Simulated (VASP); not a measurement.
# Sn (Fd-3m) in VASP: single point with PBE

Aim: the single point of Sn with PBE.

Everything below comes from runs of VASP 6.6.1. Logs are shortened: lines on timing, memory, paths and dates and some standing lists are left out, and cuts for length are marked.

## 1. The cell of the first run

Symmetry: Fd-3m, No. 227, cubic system. The conventional cell has a = 6.658 Å, b = 6.658 Å, c = 6.658 Å, α = 90.00°, β = 90.00°, γ = 90.00°. Within 3.8 Å of Sn (site symmetry -43m) lie 4 Sn at 2.88 Å.

This isn't the form of Sn at room conditions, which is tetragonal (white tin).

## 2. Single point, PBE, non-collinear spin, zero start, spin-orbit coupling

The input, INCAR:

```
PREC = Accurate ; ENCUT = 500
EDIFF = 1E-6 ; ISMEAR = -1
SIGMA = 0.1 ; LREAL = False
LASPH = True ; NELM = 200
ALGO = Normal ; ISIF = 2
LWAVE = False ; LCHARG = False
MAGMOM = 0 0 0 0 0 0 ; LORBIT = 11
LSORBIT = True ; GGA_COMPAT = False
LORBMOM = True ; GGA = PE
NBANDS = 40
```

The input, KPOINTS:

```
Automatic mesh
0
Gamma
  8 8 8
```

The input, POSCAR:

```
Sn
1.0
    0.0000000000      3.3289000152      3.3289000152
    3.3289000152      0.0000000000      3.3289000152
    3.3289000152      3.3289000152      0.0000000000
Sn
2
Direct
    0.5000000000      0.5000000000      0.5000000000
    0.7500000000      0.7500000000      0.7500000000
```

Potentials or basis: VASP PAW PBE potentials, release 64 (Sn_d).

On the command line:

```console
cat potpaw_PBE.64/Sn_d/POTCAR > POTCAR
mpirun -np 1 vasp_ncl > vasp.out
```

OUTCAR:

```text
PREC = Accurate
   ENCUT = 500
   EDIFF = 1E-6
   ISMEAR = -1
   LREAL = False
   LASPH = True
   NELM = 200
   ISIF = 2
   LORBIT = 11
   LSORBIT = True
   GGA = PE

 ion  position               nearest neighbor table
   1  0.500  0.500  0.500-   2 2.88   2 2.88   2 2.88   2 2.88
   2  0.750  0.750  0.750-   1 2.88   1 2.88   1 2.88   1 2.88

  LATTYP: Found a face centered cubic cell.
 ALAT       =     6.6578000304

  Lattice vectors:

 A1 = (   0.0000000000,   3.3289000152,   3.3289000152)
 A2 = (   3.3289000152,   0.0000000000,   3.3289000152)
 A3 = (   3.3289000152,   3.3289000152,   0.0000000000)

Analysis of symmetry for initial positions (statically):
=====================================================================
 Subroutine PRICEL returns:
 Original cell was already a primitive cell.

 Routine SETGRP: Setting up the symmetry group for a
 face centered cubic supercell.

 Subroutine GETGRP returns: Found 48 space group operations
 (whereof 24 operations were pure point group operations)
 out of a pool of 48 trial point group operations.

The static configuration has the point symmetry T_d .
 The point group associated with its full space group is O_h .

Analysis of symmetry for dynamics (positions and initial velocities):
=====================================================================
 Subroutine PRICEL returns:
 Original cell was already a primitive cell.

 Routine SETGRP: Setting up the symmetry group for a
 face centered cubic supercell.

 Subroutine GETGRP returns: Found 48 space group operations
 (whereof 24 operations were pure point group operations)
 out of a pool of 48 trial point group operations.

The dynamic configuration has the point symmetry T_d .
 The point group associated with its full space group is O_h .

Analysis of structural, dynamic, and magnetic symmetry:
=====================================================================
 Subroutine PRICEL returns:
 Original cell was already a primitive cell.

 Routine SETGRP: Setting up the symmetry group for a
 face centered cubic supercell.

 Subroutine GETGRP returns: Found 48 space group operations
 (whereof 24 operations were pure point group operations)
 out of a pool of 48 trial point group operations.

The overall configuration has the point symmetry T_d .
 The point group associated with its full space group is O_h .

 Subroutine INISYM returns: Found 48 space group operations
 (whereof 24 operations are pure point group operations),
 and found     1 'primitive' translations

----------------------------------------------------------------------------------------

                                     Primitive cell

  volume of cell :      73.7789

  direct lattice vectors                    reciprocal lattice vectors
     0.000000000  3.328900015  3.328900015    -0.150199765  0.150199765  0.150199765
     3.328900015  0.000000000  3.328900015     0.150199765 -0.150199765  0.150199765
     3.328900015  3.328900015  0.000000000     0.150199765  0.150199765 -0.150199765

  length of vectors
     4.707775549  4.707775549  4.707775549     0.260153624  0.260153624  0.260153624

  position of ions in fractional coordinates (direct lattice)
     0.500000000  0.500000000  0.500000000
     0.750000000  0.750000000  0.750000000

  ion indices of the primitive-cell ions
   primitive index   ion index
                 1           1
                 2           2

----------------------------------------------------------------------------------------

 KPOINTS: Automatic mesh

Automatic generation of k-mesh.
 Grid dimensions read from file:
 generate k-points for:    8    8    8

 Generating k-lattice:

  Cartesian coordinates                     Fractional coordinates (reciprocal lattice)
    -0.018774971  0.018774971  0.018774971     0.125000000  0.000000000  0.000000000
     0.018774971 -0.018774971  0.018774971     0.000000000  0.125000000  0.000000000
[... 99 lines left out ...]
 number of electron      28.0000008 magnetization      -0.0000000      0.0000000      0.0000000

 Free energy of the ion-electron system (eV)
  ---------------------------------------------------
  ext. energy  EPLUGINS =         0.00000000
  ---------------------------------------------------
  free energy    TOTEN  =        -7.80520216 eV

  energy without entropy =       -7.79580573  energy(sigma->0) =       -7.80050395

 E-fermi :   4.8280     XC(G=0):  -8.5431

 val. band max:        4.8028966859   @ k =   0.3750   0.0000   0.0000
 cond. band min:       4.8950570232   @ k =   0.1250   0.0000   0.0000
 fundamental gap:      0.0921603373
 Fermi energy:         4.8280216530

 k-point     1 :       0.0000    0.0000    0.0000
  band No.  band energies     occupation
      1     -17.1956      1.00000
      2     -17.1956      1.00000
      3     -17.1956      1.00000
      4     -17.1956      1.00000
      5     -17.1151      1.00000
      6     -17.1151      1.00000
[... 1021 lines left out ...]
     39      13.2768      0.00000
     40      13.2768      0.00000

 [... further k-points ...]

------------------------ aborting loop because EDIFF is reached ----------------------------------------

  FORCE on cell =-STRESS in cart. coord.  units (eV):
  Direction    XX          YY          ZZ          XY          YZ          ZX
  --------------------------------------------------------------------------------------
  -------------------------------------------------------------------------------------
  Total        0.0101890      0.0101890      0.0101890      0.0000000     -0.0000000      0.0000000
  in kB        0.2212641      0.2212641      0.2212641      0.0000000     -0.0000000      0.0000000
  external PRESSURE =       0.2212641 kB  Pullay stress =       0.0000000 kB

 VOLUME and BASIS-vectors are now :
 -----------------------------------------------------------------------------
  energy-cutoff  :      500.00
  volume of cell :       73.78
      direct lattice vectors                 reciprocal lattice vectors
     0.000000000  3.328900015  3.328900015    -0.150199765  0.150199765  0.150199765
     3.328900015  0.000000000  3.328900015     0.150199765 -0.150199765  0.150199765
     3.328900015  3.328900015  0.000000000     0.150199765  0.150199765 -0.150199765

 POSITION                                       TOTAL-FORCE (eV/Angst)
 -----------------------------------------------------------------------------------
      3.32890      3.32890      3.32890         0.000000      0.000000      0.000000
      4.99335      4.99335      4.99335        -0.000000     -0.000000     -0.000000
 -----------------------------------------------------------------------------------
    total drift:                                0.000000      0.000000      0.000000

  FREE ENERGIE OF THE ION-ELECTRON SYSTEM (eV)
  ---------------------------------------------------
  free  energy   TOTEN  =        -7.8052021649 eV

  energy  without entropy=       -7.7958057316  energy(sigma->0) =       -7.80050395

 orbital moment (x)

 # of ion     p       d       tot
 ----------------------------------------
  1        -0.000   0.000  -0.000
  2         0.000   0.000   0.000
 ----------------------------------------
            0.000   0.000   0.000

 orbital moment (y)

 # of ion     p       d       tot
 ----------------------------------------
  1        -0.000   0.000   0.000
  2         0.000  -0.000   0.000
 ----------------------------------------
            0.000   0.000   0.000

 orbital moment (z)

 # of ion     p       d       tot
 ----------------------------------------
  1         0.000  -0.000  -0.000
  2         0.000   0.000   0.000
 ----------------------------------------
            0.000  -0.000  -0.000

 Spin-Orbit-Coupling matrix elements

 Ion:    1  E_soc:     -0.1161803
 l=   1
     0.0000000    -0.0131667    -0.0131667
    -0.0131667     0.0000000    -0.0131667
    -0.0131667    -0.0131667     0.0000000
 l=   2
     0.0000000    -0.0012285     0.0000000    -0.0012285    -0.0049682
    -0.0012285     0.0000000    -0.0037262    -0.0012285    -0.0012421
     0.0000000    -0.0037262     0.0000000    -0.0037262     0.0000000
    -0.0012285    -0.0012285    -0.0037262     0.0000000    -0.0012421
    -0.0049682    -0.0012421     0.0000000    -0.0012421     0.0000000
 l=   3
     0.0000000     0.0000000     0.0000000     0.0000000     0.0000000     0.0000000     0.0000000
     0.0000000     0.0000000     0.0000000     0.0000000     0.0000000     0.0000000     0.0000000
     0.0000000     0.0000000     0.0000000     0.0000000     0.0000000     0.0000000     0.0000000
     0.0000000     0.0000000     0.0000000     0.0000000     0.0000000     0.0000000     0.0000000
     0.0000000     0.0000000     0.0000000     0.0000000     0.0000000     0.0000000     0.0000000
     0.0000000     0.0000000     0.0000000     0.0000000     0.0000000     0.0000000     0.0000000
     0.0000000     0.0000000     0.0000000     0.0000000     0.0000000     0.0000000     0.0000000

 Ion:    2  E_soc:     -0.1161803
 l=   1
     0.0000000    -0.0131667    -0.0131667
    -0.0131667     0.0000000    -0.0131667
    -0.0131667    -0.0131667     0.0000000
 l=   2
     0.0000000    -0.0012285     0.0000000    -0.0012285    -0.0049682
    -0.0012285     0.0000000    -0.0037262    -0.0012285    -0.0012421
     0.0000000    -0.0037262     0.0000000    -0.0037262     0.0000000
    -0.0012285    -0.0012285    -0.0037262     0.0000000    -0.0012421
    -0.0049682    -0.0012421     0.0000000    -0.0012421     0.0000000
 l=   3
     0.0000000     0.0000000     0.0000000     0.0000000     0.0000000     0.0000000     0.0000000
     0.0000000     0.0000000     0.0000000     0.0000000     0.0000000     0.0000000     0.0000000
     0.0000000     0.0000000     0.0000000     0.0000000     0.0000000     0.0000000     0.0000000
     0.0000000     0.0000000     0.0000000     0.0000000     0.0000000     0.0000000     0.0000000
     0.0000000     0.0000000     0.0000000     0.0000000     0.0000000     0.0000000     0.0000000
     0.0000000     0.0000000     0.0000000     0.0000000     0.0000000     0.0000000     0.0000000
     0.0000000     0.0000000     0.0000000     0.0000000     0.0000000     0.0000000     0.0000000

 total charge

# of ion       s       p       d       tot
------------------------------------------
    1        1.179   1.139   9.960  12.277
    2        1.179   1.139   9.960  12.277
--------------------------------------------------
tot          2.357   2.277  19.921  24.555

 magnetization (x)

# of ion       s       p       d       tot
------------------------------------------
    1       -0.000  -0.000   0.000  -0.000
    2       -0.000  -0.000   0.000  -0.000
--------------------------------------------------
tot         -0.000  -0.000   0.000  -0.000

 magnetization (y)

# of ion       s       p       d       tot
------------------------------------------
    1       -0.000   0.000   0.000  -0.000
    2        0.000  -0.000   0.000  -0.000
--------------------------------------------------
tot         -0.000  -0.000   0.000  -0.000

 magnetization (z)

# of ion       s       p       d       tot
------------------------------------------
    1       -0.000   0.000   0.000   0.000
    2       -0.000   0.000   0.000   0.000
--------------------------------------------------
tot         -0.000   0.000   0.000   0.000
```

It took 1.9 min on 1 thread of Oxide Virtual Turin-like, shared host; peak memory 0.39 GiB.

Results:

- Free energy: -7.8052 eV
- Pressure: 0.0 GPa
- Net moment: 0.00 μB per cell
- Valence electrons inside the program's atomic spheres: Sn 12.28

Moments on the atoms (μB; x, y, z):
```
Sn  0.00 0.00 0.00
Sn  0.00 0.00 0.00
```
